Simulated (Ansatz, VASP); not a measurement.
**TiRe in VASP and in Ansatz**

```
Ti Re
1.0
     3.11800    0.00000    0.00000
     0.00000    3.11800    0.00000
     0.00000    0.00000    3.11800
Ti Re
1 1
Cartesian
  1.5590 1.5590 1.5590
  0.0000 0.0000 0.0000
```

Alike in both runs: task single point; functional PBEsol; k mesh 10 × 10 × 10; occupations fermi-dirac, width 0.05 eV; no spin polarisation.

|  | VASP | Ansatz |
| --- | --- | --- |
| version | VASP 6.6.1 | Ansatz 0.2.0 |
| potentials or method | VASP PAW PBE potentials, release 64 (Ti_sv, Re), cutoff 520 eV | all-electron LAPW, scalar-relativistic |

|  | VASP | Ansatz | Ansatz less VASP |
| --- | --- | --- | --- |
| pressure (GPa) | -7.8 | -7.7 | +0.13 |

VASP's potentials were made for PBE, not for PBEsol. Ansatz ran all-electron here, and VASP with PAW potentials.

Spin-orbit coupling is off throughout.
